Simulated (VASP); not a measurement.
Here is a VASP 6.6.1 calculation.

File POSCAR:

```
GaP
1.0
    0.0000000000      2.7252500000      2.7252500000
    2.7252500000      0.0000000000      2.7252500000
    2.7252500000      2.7252500000      0.0000000000
Ga P
1 1
Direct
    0.0000000000      0.0000000000      0.0000000000
    0.2500000000      0.2500000000      0.2500000000
```

File INCAR.step1:

```
SYSTEM = GaP
ALGO = Normal ; EDIFF = 1E-4
ENCUT = 520 ; GGA = PE
ISMEAR = 0 ; LASPH = .True.
LCHARG = .False. ; LREAL = .False.
LWAVE = .True. ; NBANDS = 16
NELM = 100 ; PREC = Accurate
SIGMA = 0.05
```

INCAR.step2

```
SYSTEM = GaP
ALGO = Normal ; EDIFF = 1E-6
ENCUT = 520 ; ISIF = 2
ISMEAR = 0 ; ISTART = 1
LASPH = .True. ; LCHARG = .True.
LELF = .True. ; LMIXTAU = .True.
LREAL = .False. ; LVHAR = .True.
LWAVE = .False. ; METAGGA = R2SCAN
NBANDS = 16 ; NELM = 100
PREC = Accurate ; SIGMA = 0.05
```

Contents of KPOINTS:

```
k-points
0
Gamma
  10 10 10
  0 0 0
```

Potentials or basis: VASP PAW PBE potentials, release 64 (Ga_d, P).

Launch:

```sh
$ cat potpaw_PBE.64/Ga_d/POTCAR potpaw_PBE.64/P/POTCAR > POTCAR
$ cp INCAR.step1 INCAR
$ mpirun -np 1 vasp_std > vasp.out
$ cp INCAR.step2 INCAR
$ mpirun -np 1 vasp_std > vasp.out
```

(1) What does it give for the band gap on the k mesh?

(2) What does it give for the pressure?

## Answers

(1) 1.86 eV, indirect (least direct gap 2.34 eV).

(2) 0.0 GPa.

Caveat: the PAW data sets were made with another functional, which shifts forces and pressure a little.

**Measured values to compare with.**

From “Stacking defects in GaP nanowires: Electronic structure and optical properties”, 2018, arxiv:1810.01194, for a bulk crystal of GaP at 10 K: band gap 2.34 eV (indirect).

A measured gap of GaP is 2.34 eV (indirect; 10 K; quoted in “Stacking defects in GaP nanowires: Electronic structure and optical properties”, 2018, arxiv:1810.01194); the calculated 1.86 eV misses it by -0.48 eV. Spin-orbit coupling on Ga is left out. The value is that of r2SCAN on a finite k mesh, which can miss the band edges, without temperature or zero-point motion.
